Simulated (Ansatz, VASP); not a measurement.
## HfO2 in VASP and in Ansatz

The input INCAR:

```
SYSTEM = HfO2
ALGO = Normal
EDIFF = 1E-7
ENCUT = 520
GGA = PE
ISIF = 2
ISMEAR = 0
LASPH = .True.
LCHARG = .True.
LDAU = .True.
LDAUJ = 0 0
LDAUL = 2 -1
LDAUPRINT = 1
LDAUTYPE = 2
LDAUU = 8 0
LELF = .True.
LMAXMIX = 4
LREAL = .False.
LVHAR = .True.
LWAVE = .False.
NBANDS = 18
NELM = 150
PREC = Accurate
SIGMA = 0.05
```

Contents of KPOINTS:

```
k-points
0
Gamma
  12 12 6
  0 0 0
```

File POSCAR:

```
HfO2
1.0
    3.2522111955      0.0000000000      0.0000000000
   -1.6261055978      2.8164975138      0.0000000000
    0.0000000000      0.0000000000      5.6017024625
Hf O
1 2
Direct
    0.0000000000      0.0000000000      0.0000000000
    0.3333333333      0.6666666667      0.1731211689
    0.6666666667      0.3333333333      0.8268788311
```

Input for Ansatz:

```yaml
crystal:
  lattice:
    - [3.252211195514, 2.886747970106e-11, 0.0]
    - [-1.626105597782, 2.816497513773, 0.0]
    - [0.0, 0.0, 5.6017024625]
  atoms:
    - { symbol: Hf, position: [0.0, 0.0, 0.0] }
    - { symbol: O, position: [0.3333333333333, 0.6666666666667, 0.1731211689] }
    - { symbol: O, position: [0.6666666666667, 0.3333333333333, 0.8268788311] }
basis:
  ecutwfc: 420
  ecutrho_ratio: 4
kpoints:
  mp_grid: { grid: [12, 12, 6] }
hamiltonian:
  xc: pbe
  hubbard: { sites: [{ species: Hf, l: d, u_eff: 8.0 }], double_counting: fll }
scf:
  occupations: { method: gaussian, width: 0.05 }
output:
  forces: true
  stress: true
  write_density: true
  write_potential: true
  elf: true
  volumetric_format: npy
```

Alike in both runs: task single point; functional PBE; k mesh 12 × 12 × 6; occupations gaussian, width 0.05 eV; no spin polarisation; Hubbard terms Hf d U = 8.0 eV.

|  | VASP | Ansatz |
| --- | --- | --- |
| version | VASP 6.6.1 | Ansatz 0.2.0 |
| potentials or method | VASP PAW PBE potentials, release 64 (Hf_pv, O), cutoff 520 eV | scalar-relativistic, plane waves, PAW |
| valence electrons in the cell | 22 | 38 |

VASP gave:

* gap on the k mesh at the Fermi level (eV): 5.09
* pressure (GPa): 12.6
* traceless stress, the component that is largest in VASP (GPa): -7.58
* rms of the force components (eV/Å): 0.400

Question: Which values does Ansatz return?

Answer: gap on the k mesh at the Fermi level (eV): 5.09; pressure (GPa): 7.9; traceless stress, the component that is largest in VASP (GPa): -6.81; rms of the force components (eV/Å): 0.068.

The programs project onto different local orbitals, so the same U acts differently, and such runs can settle in different states. Atom by atom the forces differ by 0.332 eV/Å (rms over components). VASP's potentials hold 22 valence electrons a cell and Ansatz's 38, so a difference there can come from the potentials and not from the codes.

Neither program's run includes spin-orbit coupling.
